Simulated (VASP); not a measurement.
# HfO2 (Fm-3m) in VASP: further runs

Runs on HfO2. Level: PBEsol. Tasks: single point, relaxation of cell and atoms.

Program: VASP 6.6.1. These are calculated values, not measurements. Logs are shortened: lines on timing, memory, paths and dates and some standing lists are left out, and cuts for length are marked.

## (1) The cell of the first run

Symmetry: Fm-3m, No. 225, cubic system. Conventional cell: a = 5.047 Å, b = 5.047 Å, c = 5.047 Å, α = 90.00°, β = 90.00°, γ = 90.00°. Hf (site symmetry m-3m) has 8 O at 2.19 Å within 2.9 Å. Within 2.9 Å of O (site symmetry -43m) lie 4 Hf at 2.19 Å and 6 O at 2.52 Å.

## (2) Single point, PBEsol

The input, INCAR:

```
ALGO = Normal
EDIFF = 1E-6
ENCUT = 600
GGA = PS
GGA_COMPAT = F
ISIF = 2
ISMEAR = 0
LASPH = T
LCHARG = F
LREAL = F
LWAVE = F
NBANDS = 18
NELM = 120
PREC = Accurate
SIGMA = 0.1
```

The input, KPOINTS:

```
k-points
0
Gamma
  6 6 6
```

The input, POSCAR:

```
HfO2
1.0
    0.0000000000      2.5235197305      2.5235197305
    2.5235197305      0.0000000000      2.5235197305
    2.5235197305      2.5235197305      0.0000000000
Hf O
1 2
Direct
    0.0000000000      0.0000000000      0.0000000000
    0.2500000000      0.2500000000      0.2500000000
    0.7500000000      0.7500000000      0.7500000000
```

Potentials or basis: VASP PAW PBE potentials, release 64 (Hf_pv, O).

Run with:

```sh
cat potpaw_PBE.64/Hf_pv/POTCAR potpaw_PBE.64/O/POTCAR > POTCAR
mpirun -np 1 vasp_std > vasp.out
```

OUTCAR:

```text
EDIFF = 1E-6
   ENCUT = 600
   GGA = PS
   ISIF = 2
   ISMEAR = 0
   LASPH = T
   LREAL = F
   NELM = 120
   PREC = Accurate

 ion  position               nearest neighbor table
   1  0.000  0.000  0.000-   3 2.19   3 2.19   3 2.19   2 2.19   2 2.19   2 2.19   3 2.19   2 2.19

   2  0.250  0.250  0.250-   1 2.19   1 2.19   1 2.19   1 2.19
   3  0.750  0.750  0.750-   1 2.19   1 2.19   1 2.19   1 2.19

  LATTYP: Found a face centered cubic cell.
 ALAT       =     5.0470394610

  Lattice vectors:

 A1 = (   0.0000000000,   2.5235197305,   2.5235197305)
 A2 = (   2.5235197305,   0.0000000000,   2.5235197305)
 A3 = (   2.5235197305,   2.5235197305,   0.0000000000)

Analysis of symmetry for initial positions (statically):
=====================================================================
 Subroutine PRICEL returns:
 Original cell was already a primitive cell.

 Routine SETGRP: Setting up the symmetry group for a
 face centered cubic supercell.

 Subroutine GETGRP returns: Found 48 space group operations
 (whereof 48 operations were pure point group operations)
 out of a pool of 48 trial point group operations.

The static configuration has the point symmetry O_h .

Analysis of symmetry for dynamics (positions and initial velocities):
=====================================================================
 Subroutine PRICEL returns:
 Original cell was already a primitive cell.

 Routine SETGRP: Setting up the symmetry group for a
 face centered cubic supercell.

 Subroutine GETGRP returns: Found 48 space group operations
 (whereof 48 operations were pure point group operations)
 out of a pool of 48 trial point group operations.

The dynamic configuration has the point symmetry O_h .

 Subroutine INISYM returns: Found 48 space group operations
 (whereof 48 operations are pure point group operations),
 and found     1 'primitive' translations

----------------------------------------------------------------------------------------

                                     Primitive cell

  volume of cell :      32.1403

  direct lattice vectors                    reciprocal lattice vectors
     0.000000000  2.523519730  2.523519730    -0.198135958  0.198135958  0.198135958
     2.523519730  0.000000000  2.523519730     0.198135958 -0.198135958  0.198135958
     2.523519730  2.523519730  0.000000000     0.198135958  0.198135958 -0.198135958

[... 74 lines left out ...]
   ENCUT  =  600.0 eV  44.10 Ry    6.64 a.u.   7.13  7.13  7.13*2*pi/ulx,y,z
   NELM   =    120;   NELMIN=  2; NELMDL= -5     # of ELM steps
   EDIFF  = 0.1E-05   stopping-criterion for ELM
   LREAL  =      F    real-space projection
   EDIFFG = 0.1E-04   stopping-criterion for IOM
   NSW    =      0    number of steps for IOM
   IBRION =     -1    ionic relax: 0-MD 1-quasi-New 2-CG
   NFREE  =      0    steps in history (QN), initial steepest desc. (CG)
   ISIF   =      2    stress and relaxation
   ISYM   =      2    0-nonsym 1-usesym 2-fastsym
   POTIM  = 0.5000    time-step for ionic-motion
   TEBEG  =    0.0;   TEEND  =   0.0 temperature during run
   PSTRESS=    0.0 pullay stress
   NELECT =      22.0000    total number of electrons
   NUPDOWN=      -1.0000    fix difference up-down
   EMIN   =  10.00;   EMAX   =-10.00  energy-range for DOS
   EFERMI =   0.00;   METHOD = LEGACY
   ISMEAR =     0;   SIGMA  =   0.10  broadening in eV -4-tet -1-fermi 0-gaus
   EFERMI_NEDOS =   21; number of points for ismear=-14 and -15
   IALGO  =     38    algorithm
   IMIX   =      4    mixing-type and parameters
     AMIX     =   0.40;   BMIX     =  1.00
     AMIX_MAG =   1.60;   BMIX_MAG =  1.00
  volume/ion in A,a.u.               =      10.71        72.30
  Fermi-wavevector in a.u.,A,eV,Ry     =   1.442776  2.726452 28.321937  2.081604
  Thomas-Fermi vector in A             =   2.561258
   LORBIT       =      0    0 simple, 1 ext, 2 COOP (PROOUT), +10 PAW based schemes
   GGA     = PS    functional components
   LHFCALC =     F    Hartree Fock is set to
   AEXX    =    0.0000 exact exchange contribution
   IVDW    =     0    specifies the selected vdW correction
   LEPSILON=     F    determine dielectric tensor
   LRPA    =     F    only Hartree local field effects (RPA)
 non-spin polarized calculation
 Gauss-broadening in eV      SIGMA  =   0.10
  energy-cutoff  :      600.00
  volume of cell :       32.14
 maximum number of plane-waves:      1090
 NGX is ok and might be reduce to    30
   NGX = 15   NGY = 15   NGZ = 15

 number of electron      21.9999999 magnetization

 Free energy of the ion-electron system (eV)
  ---------------------------------------------------
  ext. energy  EPLUGINS =         0.00000000
  ---------------------------------------------------
  free energy    TOTEN  =       -31.63566546 eV

  energy without entropy =      -31.63566546  energy(sigma->0) =      -31.63566546

 E-fermi :   4.7171     XC(G=0): -12.1774

 val. band max:        4.2467759583   @ k =   0.5000   0.5000   0.0000
 cond. band min:       7.9541361320   @ k =   0.5000   0.5000   0.0000
 fundamental gap:      3.7073601737
 Fermi energy:         4.7171295397

 k-point     1 :       0.0000    0.0000    0.0000
  band No.  band energies     occupation
      1     -25.3164      2.00000
      2     -25.3164      2.00000
      3     -25.3164      2.00000
      4     -14.5266      2.00000
      5     -11.3585      2.00000
      6      -1.2389      2.00000
[... 313 lines left out ...]
      5     -12.3518      2.00000
      6      -1.7833      2.00000
[... 10 lines left out ...]
     17      17.2553      0.00000
     18      17.7812      0.00000

------------------------ aborting loop because EDIFF is reached ----------------------------------------

  FORCE on cell =-STRESS in cart. coord.  units (eV):
  Direction    XX          YY          ZZ          XY          YZ          ZX
  --------------------------------------------------------------------------------------
  -------------------------------------------------------------------------------------
  Total       -0.8868327     -0.8868327     -0.8868327     -0.0000000      0.0000000     -0.0000000
  in kB      -44.2081350    -44.2081350    -44.2081350     -0.0000000      0.0000000     -0.0000000
  external PRESSURE =     -44.2081350 kB  Pullay stress =       0.0000000 kB

 VOLUME and BASIS-vectors are now :
 -----------------------------------------------------------------------------
  energy-cutoff  :      600.00
  volume of cell :       32.14
      direct lattice vectors                 reciprocal lattice vectors
     0.000000000  2.523519730  2.523519730    -0.198135958  0.198135958  0.198135958
     2.523519730  0.000000000  2.523519730     0.198135958 -0.198135958  0.198135958
     2.523519730  2.523519730  0.000000000     0.198135958  0.198135958 -0.198135958

 POSITION                                       TOTAL-FORCE (eV/Angst)
 -----------------------------------------------------------------------------------
      0.00000      0.00000      0.00000         0.000000     -0.000000     -0.000000
      1.26176      1.26176      1.26176        -0.000000     -0.000000     -0.000000
      3.78528      3.78528      3.78528         0.000000      0.000000      0.000000
 -----------------------------------------------------------------------------------
    total drift:                                0.000000     -0.000000      0.000000

  FREE ENERGIE OF THE ION-ELECTRON SYSTEM (eV)
  ---------------------------------------------------
  free  energy   TOTEN  =       -31.6356654628 eV

  energy  without entropy=      -31.6356654628  energy(sigma->0) =      -31.63566546
```

stdout:

```text
POSCAR found type information on POSCAR HfO
 POSCAR found :  2 types and       3 ions
 scaLAPACK will be used
 -----------------------------------------------------------------------------
|                                                                             |
|                                                                             |
|     You enforced a specific xc type in the INCAR file but a different       |
|     I HOPE YOU KNOW WHAT YOU ARE DOING!                                     |
|                                                                             |
 -----------------------------------------------------------------------------

 LDA part: xc-table for (Slater+PW92), standard interpolation
 POSCAR, INCAR and KPOINTS ok, starting setup
 FFT: planning ... GRIDC
 FFT: planning ... GRID_SOFT
 FFT: planning ... GRID
 WAVECAR not read
 entering main loop
```

It took 29 s on 1 thread of Intel Xeon 8259CL, shared host; peak memory 0.17 GiB.

What came out:

```
Free energy            : -31.6357 eV
Pressure               : -4.4 GPa
Band gap on the k mesh : 3.71 eV
```

Levels at points of the mesh, in eV from the valence-band top:
| k point | band 8 | band 9 | band 10 | band 11 | band 12 | band 13 | band 14 | band 15 |
| --- | --- | --- | --- | --- | --- | --- | --- | --- |
| (0.00, 0.00, 0.00) | -5.49 | -0.62 | -0.62 | -0.62 | 3.81 | 3.81 | 5.76 | 10.59 |
| (0.50, 0.00, 0.00) | -3.11 | -2.81 | -1.87 | -1.87 | 4.57 | 4.57 | 7.08 | 8.88 |
| (0.50, 0.50, 0.00) | -3.53 | -1.57 | -1.57 | 0.00 | 3.71 | 5.50 | 6.72 | 8.25 |

Caveat: the cell stands under tension; the PAW data sets were made with another functional, which shifts forces and pressure a little; spin-orbit coupling is left out, which moves the levels of the heavy elements.

## (3) Single point, PBEsol

The input, INCAR:

```
SYSTEM = HfO2
ALGO = Normal
EDIFF = 1E-6
ENCUT = 600
GGA = PS
GGA_COMPAT = .FALSE.
ISIF = 2
ISMEAR = 0
LASPH = .TRUE.
LCHARG = .TRUE.
LELF = .TRUE.
LREAL = .FALSE.
LVHAR = .TRUE.
LWAVE = .FALSE.
NBANDS = 18
NELM = 120
PREC = Accurate
SIGMA = 0.02
```

The input, KPOINTS:

```
k-points
0
G
  8 8 8
  0 0 0
```

The input, POSCAR:

```
HfO2
1.0
    0.0000000000      2.5222959909      2.5222959909
    2.5222959909      0.0000000000      2.5222959909
    2.5222959909      2.5222959909      0.0000000000
Hf O
1 2
Direct
    0.0000000000      0.0000000000      0.0000000000
    0.2500000000      0.2500000000      0.2500000000
    0.7500000000      0.7500000000      0.7500000000
```

Potentials or basis: VASP PAW PBE potentials, release 64 (Hf_pv, O).

Run with:

```sh
cat potpaw_PBE.64/Hf_pv/POTCAR potpaw_PBE.64/O/POTCAR > POTCAR
mpirun -np 1 vasp_std > vasp.out
```

OUTCAR:

```text
SYSTEM = HfO2
   EDIFF = 1E-6
   ENCUT = 600
   GGA = PS
   ISIF = 2
   ISMEAR = 0
   LASPH = .TRUE.
   LREAL = .FALSE.
   NELM = 120
   PREC = Accurate

 ion  position               nearest neighbor table
   1  0.000  0.000  0.000-   3 2.18   3 2.18   3 2.18   2 2.18   3 2.18   2 2.18   2 2.18   2 2.18

   2  0.250  0.250  0.250-   1 2.18   1 2.18   1 2.18   1 2.18
   3  0.750  0.750  0.750-   1 2.18   1 2.18   1 2.18   1 2.18

  LATTYP: Found a face centered cubic cell.
 ALAT       =     5.0445919818

  Lattice vectors:

[... 677 lines left out ...]
      6      -0.7158      2.00000
[... 10 lines left out ...]
     17      15.1640      0.00000
     18      17.3769      0.00000

 [... further k-points ...]
[... 5 lines left out ...]
  --------------------------------------------------------------------------------------
  -------------------------------------------------------------------------------------
  Total       -0.8111219     -0.8111219     -0.8111219     -0.0000000      0.0000000     -0.0000000
  in kB      -40.4928717    -40.4928717    -40.4928717     -0.0000000      0.0000000     -0.0000000
  external PRESSURE =     -40.4928717 kB  Pullay stress =       0.0000000 kB

 VOLUME and BASIS-vectors are now :
 -----------------------------------------------------------------------------
  energy-cutoff  :      600.00
  volume of cell :       32.09
      direct lattice vectors                 reciprocal lattice vectors
     0.000000000  2.522295991  2.522295991    -0.198232088  0.198232088  0.198232088
     2.522295991  0.000000000  2.522295991     0.198232088 -0.198232088  0.198232088
     2.522295991  2.522295991  0.000000000     0.198232088  0.198232088 -0.198232088

 POSITION                                       TOTAL-FORCE (eV/Angst)
 -----------------------------------------------------------------------------------
      0.00000      0.00000      0.00000        -0.000000      0.000000     -0.000000
      1.26115      1.26115      1.26115         0.000000      0.000000      0.000000
      3.78344      3.78344      3.78344        -0.000000     -0.000000     -0.000000
 -----------------------------------------------------------------------------------
    total drift:                                0.000000      0.000000      0.000000

  FREE ENERGIE OF THE ION-ELECTRON SYSTEM (eV)
  ---------------------------------------------------
  free  energy   TOTEN  =       -31.6368237706 eV

  energy  without entropy=      -31.6368237706  energy(sigma->0) =      -31.63682377
```

stdout:

```text
POSCAR found type information on POSCAR HfO
 POSCAR found :  2 types and       3 ions
 scaLAPACK will be used
 -----------------------------------------------------------------------------
|                                                                             |
|                                                                             |
|     You enforced a specific xc type in the INCAR file but a different       |
|     I HOPE YOU KNOW WHAT YOU ARE DOING!                                     |
|                                                                             |
 -----------------------------------------------------------------------------

 LDA part: xc-table for (Slater+PW92), standard interpolation
 POSCAR, INCAR and KPOINTS ok, starting setup
 FFT: planning ... GRIDC
 FFT: planning ... GRID_SOFT
 FFT: planning ... GRID
 WAVECAR not read
 entering main loop
```

Run time: 38 s. Hardware: 1 thread of Intel Xeon 8259CL, shared host; peak memory 0.17 GiB.

Results:

- Free energy: -31.6368 eV
- Pressure: -4.0 GPa
- Band gap on the k mesh: 3.71 eV

Caveat: the cell stands under tension; the PAW data sets were made with another functional, which shifts forces and pressure a little; spin-orbit coupling is left out, which moves the levels of the heavy elements.

## (4) Relaxation of cell and atoms, PBEsol

The input, INCAR:

```
SYSTEM = HfO2
PREC     = Accurate       ! precision mode
ENCUT    = 600            ! plane-wave cutoff, eV
EDIFF    = 1E-7           ! SCF threshold, eV
ISMEAR   = 0              ! smearing method
SIGMA    = 0.02           ! smearing width, eV
LREAL    = .FALSE.        ! projectors in reciprocal space
LASPH    = .TRUE.         ! aspherical terms in the spheres
NELM     = 120            ! most SCF steps
ALGO     = Normal         ! electronic algorithm
ISIF     = 3              ! what is computed and relaxed
LWAVE    = .FALSE.        ! write WAVECAR
LCHARG   = .FALSE.        ! write CHGCAR
GGA      = PS             ! functional
IBRION   = 2              ! ionic algorithm
NSW      = 100            ! ionic steps
EDIFFG   = -0.005         ! ionic threshold
GGA_COMPAT= .FALSE.      
NELMIN   = 4
```

The input, KPOINTS:

```
Automatic mesh
0
G
  8 8 8
  0 0 0
```

The input, POSCAR:

```
HfO2
1.0
    0.0000000000      2.5235197305      2.5235197305
    2.5235197305      0.0000000000      2.5235197305
    2.5235197305      2.5235197305      0.0000000000
Hf O
1 2
Direct
    0.0000000000      0.0000000000      0.0000000000
    0.2500000000      0.2500000000      0.2500000000
    0.7500000000      0.7500000000      0.7500000000
```

Run with:

```sh
cat potpaw_PBE.64/Hf_pv/POTCAR potpaw_PBE.64/O/POTCAR > POTCAR
mpirun -np 1 vasp_std > vasp.out
```

Run time: 91 s. Hardware: 1 thread of Intel Xeon 8259CL, shared host; peak memory 0.18 GiB.

It converged, with:

* Free energy: -31.6433 eV
* Relaxed volume: 10.54 Å³/atom
* Relaxed cell: a = 3.549 Å, b = 3.549 Å, c = 3.549 Å, α = 60.00°, β = 60.00°, γ = 60.00°
* Space group after relaxing (to 0.1 Å): Fm-3m (No. 225)
* Energy gained by relaxing: 2.5 meV/atom
* Ionic steps: 3
* Pressure after relaxing: 0.0 GPa
* Band gap on the k mesh: 3.75 eV

The path:
| step | energy change (eV) | largest force (eV/Å) | pressure (GPa) | volume (Å³) |
| --- | --- | --- | --- | --- |
| 1 | 0.0000 | 0.0000 | -4.42 | 32.14 |
| 2 | 0.0113 | 0.0000 | 7.55 | 30.78 |
| 3 | -0.0076 | 0.0000 | -0.03 | 31.61 |

Final structure:
```yaml
crystal:
  lattice:
    - [0.00000, 2.50944, 2.50944]
    - [2.50944, 0.00000, 2.50944]
    - [2.50944, 2.50944, 0.00000]
  atoms:
    - { symbol: Hf, position: [0.00000, 0.00000, 0.00000] }
    - { symbol: O, position: [0.25000, 0.25000, 0.25000] }
    - { symbol: O, position: [0.75000, 0.75000, 0.75000] }
```

Levels at points of the mesh, in eV from the valence-band top:
```tsv
k point	band 8	band 9	band 10	band 11	band 12	band 13	band 14	band 15
(0.00, 0.00, 0.00)	-5.59	-0.63	-0.63	-0.63	3.85	3.85	5.89	10.81
(0.50, 0.00, 0.00)	-3.13	-2.84	-1.89	-1.89	4.63	4.63	7.24	8.94
(0.50, 0.50, 0.00)	-3.57	-1.60	-1.60	0.00	3.75	5.59	6.88	8.40
```

Caveat: the PAW data sets were made with another functional, which shifts forces and pressure a little; spin-orbit coupling is left out, which moves the levels of the heavy elements. A k mesh can miss the band edges.

## (5) Summary

| task | cell | k mesh | smearing | gap on the mesh (eV) | pressure (GPa) |
| --- | --- | --- | --- | --- | --- |
| single point | a = 3.569 Å, angles 60.0°, 3 atoms | 6 × 6 × 6 | gaussian 0.1 eV | 3.71 | -4.4 |
| single point | a = 3.567 Å, angles 60.0°, 3 atoms | 8 × 8 × 8 | gaussian 0.02 eV | 3.71 | -4.0 |
| relaxation of cell and atoms | relaxed from a = 3.569 Å, angles 60.0°, 3 atoms | 8 × 8 × 8 | gaussian 0.02 eV | 3.75 | 0.0 |

Alike in all rows: level PBEsol; potentials or basis VASP PAW PBE potentials, release 64 (Hf_pv, O); no spin polarisation; cutoff (eV) 600.

Caveats: the PAW data sets were made with another functional, which shifts forces and pressure a little; spin-orbit coupling is left out, which moves the levels of the heavy elements; the cell stands under tension (at least some runs).

Total energies depend on the potentials used, so only differences within one code and one set of settings carry meaning.
